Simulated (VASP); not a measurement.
# Fe (Fmmm) in VASP: further runs

Fe is run at these levels: PBE; tasks: single point.

All numbers are computed with VASP 6.6.1; they aren't measurements. Logs are shortened: lines on timing, memory, paths and dates and some standing lists are left out, and cuts for length are marked.

## (1) The cell of the first run

Symmetry: Fmmm, No. 69, orthorhombic system. Conventional cell: a = 2.997 Å, b = 3.883 Å, c = 3.930 Å, α = 90.00°, β = 90.00°, γ = 90.00°. Fe (site symmetry mmm) has 14 Fe at 2.45 to 3.00 Å within 3.2 Å.

## (2) Single point, PBE, collinear spin, ferromagnetic start

The input, INCAR:

```
ALGO = Normal ; EDIFF = 1E-6
ENCUT = 520 ; GGA = PE
ISIF = 2 ; ISMEAR = 0
ISPIN = 2 ; LASPH = True
LCHARG = True ; LELF = True
LMAXMIX = 4 ; LORBIT = 11
LREAL = False ; LVHAR = True
LWAVE = False ; MAGMOM = 3
NBANDS = 14 ; NELM = 150
PREC = Accurate ; SIGMA = 0.018000000000000002
```

The input, KPOINTS:

```
k-points
0
Gamma
  13 13 13
```

The input, POSCAR:

```
Fe
1.0
    0.0000000000      1.9417396906      1.9651051623
    1.4984397099      0.0000000000      1.9651051623
    1.4984397099      1.9417396906      0.0000000000
Fe
1
Direct
    0.0000000000      0.0000000000      0.0000000000
```

Potentials or basis: VASP PAW PBE potentials, release 64 (Fe).

On the command line:

```
cat potpaw_PBE.64/Fe/POTCAR > POTCAR
mpirun -np 1 vasp_std > vasp.out
```

OUTCAR:

```text
EDIFF = 1E-6
   ENCUT = 520
   GGA = PE
   ISIF = 2
   ISMEAR = 0
   ISPIN = 2
   LASPH = True
   LORBIT = 11
   LREAL = False
   NELM = 150
   PREC = Accurate

 ion  position               nearest neighbor table
   1  0.000  0.000  0.000-

  LATTYP: Found a face centered orthorhombic cell.
 ALAT       =     2.9968794198
 B/A-ratio  =     1.2958410524
 C/A-ratio  =     1.3114342535

  Lattice vectors:

 A1 = (   0.0000000000,   1.9417396906,   1.9651051623)
 A2 = (   1.4984397099,   0.0000000000,   1.9651051623)
 A3 = (   1.4984397099,   1.9417396906,   0.0000000000)

Analysis of symmetry for initial positions (statically):
=====================================================================
 Subroutine PRICEL returns:
 Original cell was already a primitive cell.

 Routine SETGRP: Setting up the symmetry group for a
 face centered orthorhombic supercell.

 Subroutine GETGRP returns: Found  8 space group operations
 (whereof  8 operations were pure point group operations)
 out of a pool of  8 trial point group operations.

The static configuration has the point symmetry D_2h.

Analysis of symmetry for dynamics (positions and initial velocities):
=====================================================================
 Subroutine PRICEL returns:
 Original cell was already a primitive cell.

 Routine SETGRP: Setting up the symmetry group for a
 face centered orthorhombic supercell.

 Subroutine GETGRP returns: Found  8 space group operations
 (whereof  8 operations were pure point group operations)
 out of a pool of  8 trial point group operations.

The dynamic configuration has the point symmetry D_2h.

Analysis of structural, dynamic, and magnetic symmetry:
=====================================================================
 Subroutine PRICEL returns:
 Original cell was already a primitive cell.

 Routine SETGRP: Setting up the symmetry group for a
 face centered orthorhombic supercell.

 Subroutine GETGRP returns: Found  8 space group operations
 (whereof  8 operations were pure point group operations)
 out of a pool of  8 trial point group operations.

The overall configuration has the point symmetry D_2h.

 Subroutine INISYM returns: Found  8 space group operations
 (whereof  8 operations are pure point group operations),
 and found     1 'primitive' translations

----------------------------------------------------------------------------------------

                                     Primitive cell

  volume of cell :      11.4353

  direct lattice vectors                    reciprocal lattice vectors
     0.000000000  1.941739691  1.965105162    -0.333680426  0.257501045  0.254439309
     1.498439710  0.000000000  1.965105162     0.333680426 -0.257501045  0.254439309
[... 128 lines left out ...]
  free energy    TOTEN  =        -8.22109487 eV

  energy without entropy =       -8.22086451  energy(sigma->0) =       -8.22097969

 E-fermi :   5.7902     XC(G=0): -13.0784

 val. band max:        5.7892029157   @ k =  -0.3846   0.1538   0.0769
 cond. band min:       5.7909519442   @ k =   0.0000   0.4615   0.4615
 fundamental gap:      0.0017490285
 Fermi energy:         5.7902003462

 spin component 1

 k-point     1 :       0.0000    0.0000    0.0000
  band No.  band energies     occupation
      1      -2.6334      1.00000
      2       3.3371      1.00000
      3       3.4179      1.00000
      4       3.7481      1.00000
      5       4.4397      1.00000
      6       4.8249      1.00000
      7      29.6406      0.00000
      8      31.1188      0.00000
      9      31.3764      0.00000
     10      35.2902      0.00000
     11      36.3651      0.00000
     12      36.6159      0.00000
     13      37.1442      0.00000
     14      37.2388      0.00000
[... 379 lines left out ...]
      3       3.4232      1.00000
      4       4.4641      1.00000
      5       5.1915      1.00000
      6       7.0648      0.00000
      7      15.5257      0.00000
      8      21.3613      0.00000
      9      26.0101      0.00000
     10      31.6689      0.00000
     11      34.9342      0.00000
     12      38.3585      0.00000
     13      44.6982      0.00000
     14      46.3290      0.00000

 [... further k-points ...]

 spin component 2

 k-point     1 :       0.0000    0.0000    0.0000
  band No.  band energies     occupation
      1      -2.4749      1.00000
      2       5.1513      1.00000
      3       5.3152      1.00000
      4       5.8032      0.15301
      5       7.0677      0.00000
      6       7.6785      0.00000
      7      29.3485      0.00000
      8      30.8925      0.00000
      9      31.1912      0.00000
     10      35.6333      0.00000
     11      36.3695      0.00000
     12      37.6593      0.00000
     13      37.7790      0.00000
     14      37.8524      0.00000
[... 379 lines left out ...]
      3       4.7113      1.00000
      4       6.9281      0.00000
      5       7.8416      0.00000
      6       8.8439      0.00000
      7      16.4812      0.00000
      8      21.8897      0.00000
      9      26.5037      0.00000
     10      31.8356      0.00000
     11      35.3061      0.00000
     12      38.8573      0.00000
     13      44.8334      0.00000
     14      46.9266      0.00000

 [... further k-points ...]

------------------------ aborting loop because EDIFF is reached ----------------------------------------

  FORCE on cell =-STRESS in cart. coord.  units (eV):
  Direction    XX          YY          ZZ          XY          YZ          ZX
  --------------------------------------------------------------------------------------
  -------------------------------------------------------------------------------------
  Total       -0.4644911      0.1077040      0.0650813      0.0000000      0.0000000      0.0000000
  in kB      -65.0791513     15.0902448      9.1184382      0.0000000      0.0000000      0.0000000
  external PRESSURE =     -13.6234894 kB  Pullay stress =       0.0000000 kB

 VOLUME and BASIS-vectors are now :
 -----------------------------------------------------------------------------
  energy-cutoff  :      520.00
  volume of cell :       11.44
      direct lattice vectors                 reciprocal lattice vectors
     0.000000000  1.941739691  1.965105162    -0.333680426  0.257501045  0.254439309
     1.498439710  0.000000000  1.965105162     0.333680426 -0.257501045  0.254439309
     1.498439710  1.941739691  0.000000000     0.333680426  0.257501045 -0.254439309

 POSITION                                       TOTAL-FORCE (eV/Angst)
 -----------------------------------------------------------------------------------
      0.00000      0.00000      0.00000        -0.000000     -0.000000      0.000000
 -----------------------------------------------------------------------------------
    total drift:                                0.000000      0.000000      0.000000

  FREE ENERGIE OF THE ION-ELECTRON SYSTEM (eV)
  ---------------------------------------------------
  free  energy   TOTEN  =        -8.2210948651 eV

  energy  without entropy=       -8.2208645097  energy(sigma->0) =       -8.22097969

 total charge

# of ion       s       p       d       tot
------------------------------------------
    1        0.484   0.535   6.236   7.256

 magnetization (x)

# of ion       s       p       d       tot
------------------------------------------
    1       -0.015  -0.057   2.263   2.190
```

OSZICAR:

```text
N       E                     dE             d eps       ncg     rms          rms(c)
DAV:   1     0.217211065824E+02    0.21721E+02   -0.38133E+03 21048   0.698E+02
DAV:   2    -0.819946335455E+01   -0.29921E+02   -0.27396E+02 21056   0.128E+02
DAV:   3    -0.910611806569E+01   -0.90665E+00   -0.89894E+00 23204   0.231E+01
DAV:   4    -0.910910522338E+01   -0.29872E-02   -0.29869E-02 22310   0.120E+00
DAV:   5    -0.910911924333E+01   -0.14020E-04   -0.14019E-04 23378   0.844E-02    0.114E+01
DAV:   6    -0.830475630171E+01    0.80436E+00   -0.10137E+01 24398   0.367E+01    0.558E+00
DAV:   7    -0.823573960275E+01    0.69017E-01   -0.63353E-01 23750   0.886E+00    0.328E+00
DAV:   8    -0.822799791441E+01    0.77417E-02   -0.70867E-03 22904   0.503E-01    0.137E+00
DAV:   9    -0.822124242108E+01    0.67555E-02   -0.77807E-03 25958   0.449E-01    0.310E-01
DAV:  10    -0.822106510085E+01    0.17732E-03   -0.68340E-04 23810   0.328E-01    0.775E-02
DAV:  11    -0.822109567252E+01   -0.30572E-04   -0.17409E-04 22818   0.106E-01    0.366E-02
DAV:  12    -0.822109486505E+01    0.80747E-06   -0.68442E-06 21602   0.228E-02
   1 F= -.82210949E+01 E0= -.82209797E+01  d E =-.230355E-03  mag=     2.1907
```

Wall time 84 s (1 thread of Intel Xeon 8259CL, shared host); peak memory 0.2 GiB.

Results:

```yaml
Free_energy: -8.2211 eV
Pressure: -1.4 GPa
Net_moment: 2.19 μB per cell
Site_moments: Fe +2.19 μB
Valence_electrons_inside_the_program's_atomic_spheres: Fe 7.26
```

Stress tensor (GPa, compression positive):
```
-6.51  0.00  0.00
 0.00  1.51  0.00
 0.00  0.00  0.91
```

Levels at points of the mesh, in eV from the Fermi level:
Spin up:
```
           k point  band 3  band 4  band 5  band 6  band 7  band 8
(0.00, 0.00, 0.00)   -2.37   -2.04   -1.35   -0.97   23.85   25.33
```
Spin down:
| k point | band 1 | band 2 | band 3 | band 4 | band 5 | band 6 | band 7 | band 8 |
| --- | --- | --- | --- | --- | --- | --- | --- | --- |
| (0.00, 0.00, 0.00) | -8.27 | -0.64 | -0.48 | 0.01 | 1.28 | 1.89 | 23.56 | 25.10 |

## (3) Single point, PBE, collinear spin, ferromagnetic start

The input, INCAR:

```
SYSTEM = Fe
PREC = Accurate ; ENCUT = 520
EDIFF = 1E-6 ; ISMEAR = 0
SIGMA = 0.019000000000000003 ; LREAL = .FALSE.
LASPH = .TRUE. ; NELM = 150
ALGO = Normal ; ISIF = 2
LWAVE = .FALSE. ; LCHARG = .FALSE.
ISPIN = 2 ; MAGMOM = 3
LORBIT = 11 ; LMAXMIX = 4
GGA = PE ; NBANDS = 14
```

The input, KPOINTS:

```
Automatic mesh
0
G
  13 13 13
  0 0 0
```

POSCAR is that of step 2.

Potentials or basis: VASP PAW PBE potentials, release 64 (Fe).

On the command line:

```
cat potpaw_PBE.64/Fe/POTCAR > POTCAR
mpirun -np 1 vasp_std > vasp.out
```

Run time: 86 s. Hardware: 1 thread of Intel Xeon 8259CL, shared host; peak memory 0.2 GiB.

The run converged. Its results:

* Free energy: -8.2211 eV
* Pressure: -1.4 GPa
* Net moment: 2.19 μB per cell
* Site moments: Fe +2.19 μB
* Valence electrons inside the program's atomic spheres: Fe 7.26

Stress tensor (GPa, compression positive):
```
-6.51  0.00  0.00
 0.00  1.52  0.00
 0.00  0.00  0.91
```

Levels at points of the mesh, in eV from the Fermi level:
Spin up:
| k point | band 2 | band 3 | band 4 | band 5 | band 6 | band 7 | band 8 | band 9 |
| --- | --- | --- | --- | --- | --- | --- | --- | --- |
| (0.00, 0.00, 0.00) | -2.45 | -2.37 | -2.04 | -1.35 | -0.97 | 23.85 | 25.33 | 25.59 |
Spin down:
| k point | band 1 | band 2 | band 3 | band 4 | band 5 | band 6 | band 7 |
| --- | --- | --- | --- | --- | --- | --- | --- |
| (0.00, 0.00, 0.00) | -8.27 | -0.64 | -0.48 | 0.01 | 1.28 | 1.89 | 23.56 |

## (4) Single point, PBE, collinear spin, ferromagnetic start

The input, INCAR:

```
SYSTEM = Fe
  PREC = Accurate
  ENCUT = 520
  EDIFF = 1E-7
  ISMEAR = 0
  SIGMA = 0.02
  LREAL = .False.
  LASPH = .True.
  NELM = 150
  ALGO = Fast
  ISIF = 2
  LWAVE = .False.
  LCHARG = .False.
  ISPIN = 2
  MAGMOM = 3
  LORBIT = 11
  LMAXMIX = 4
  GGA = PE
  NBANDS = 14
```

The input, KPOINTS:

```
Automatic mesh
0
Gamma
  13 13 13
  0 0 0
```

POSCAR is that of step 3.

On the command line:

```
cat potpaw_PBE.64/Fe/POTCAR > POTCAR
mpirun -np 1 vasp_std > vasp.out
```

Run time: 1.8 min. Hardware: 1 thread of Intel Xeon 8259CL, shared host; peak memory 0.2 GiB.

It converged, with:

```
Free energy                                           : -8.2211 eV
Pressure                                              : -1.2 GPa
Net moment                                            : 2.19 μB per cell
Site moments                                          : Fe +2.19 μB
Valence electrons inside the program's atomic spheres : Fe 7.26
```

Stress tensor (GPa, compression positive):
```
-6.31  0.00  0.00
 0.00  1.72  0.00
 0.00  0.00  1.10
```

Levels at points of the mesh, in eV from the Fermi level:
Spin up:
```tsv
k point	band 2	band 3	band 4	band 5	band 6	band 7	band 8	band 9
(0.00, 0.00, 0.00)	-2.45	-2.37	-2.04	-1.35	-0.97	23.85	25.33	25.59
```
Spin down:
```csv
k point,band 1,band 2,band 3,band 4,band 5,band 6
"(0.00, 0.00, 0.00)",-8.26,-0.64,-0.47,0.01,1.28,1.89
```

## (5) Single point, PBE, collinear spin, ferromagnetic start

The input, INCAR:

```
SYSTEM = Fe
PREC = Accurate
ENCUT = 520
EDIFF = 1E-7
ISMEAR = 0
SIGMA = 0.020999999999999998
LREAL = .FALSE.
LASPH = .TRUE.
NELM = 150
ALGO = Fast
ISIF = 2
LWAVE = .FALSE.
LCHARG = .FALSE.
ISPIN = 2
MAGMOM = 3
LORBIT = 11
LMAXMIX = 4
GGA = PE
NBANDS = 14
```

The input, KPOINTS:

```
Automatic mesh
0
G
  13 13 13
  0 0 0
```

POSCAR is that of step 4.

On the command line:

```
cat potpaw_PBE.64/Fe/POTCAR > POTCAR
mpirun -np 1 vasp_std > vasp.out
```

Run time: 92 s. Hardware: 1 thread of Intel Xeon 8259CL, shared host; peak memory 0.2 GiB.

The run converged. Its results:

```yaml
Free_energy: -8.2211 eV
Pressure: -1.2 GPa
Net_moment: 2.19 μB per cell
Site_moments: Fe +2.19 μB
Valence_electrons_inside_the_program's_atomic_spheres: Fe 7.26
```

Stress tensor (GPa, compression positive):
```
-6.31  0.00  0.00
 0.00  1.73  0.00
 0.00  0.00  1.10
```

Levels at points of the mesh, in eV from the Fermi level:
Spin up:
| k point | band 1 | band 2 | band 3 | band 4 | band 5 | band 6 | band 7 | band 8 | band 9 | band 10 |
| --- | --- | --- | --- | --- | --- | --- | --- | --- | --- | --- |
| (0.00, 0.00, 0.00) | -8.42 | -2.45 | -2.37 | -2.04 | -1.35 | -0.97 | 23.85 | 25.33 | 25.59 | 29.50 |
Spin down:
| k point | band 1 | band 2 | band 3 | band 4 | band 5 | band 6 | band 7 |
| --- | --- | --- | --- | --- | --- | --- | --- |
| (0.00, 0.00, 0.00) | -8.26 | -0.64 | -0.48 | 0.01 | 1.28 | 1.89 | 23.56 |

## (6) Summary

| smearing | gap on the mesh (eV) | pressure (GPa) | moment (μB) |
| --- | --- | --- | --- |
| gaussian 0.018 eV | none | -1.4 | 2.19 |
| gaussian 0.019 eV | none | -1.4 | 2.19 |
| gaussian 0.02 eV | none | -1.2 | 2.19 |
| gaussian 0.021 eV | none | -1.2 | 2.19 |

Alike in all rows: task single point; level PBE; potentials or basis VASP PAW PBE potentials, release 64 (Fe); spin collinear, ferromagnetic start; cell as given; k mesh 13 × 13 × 13; cutoff (eV) 520.

Absolute energies hang on the potentials; compare differences alone.
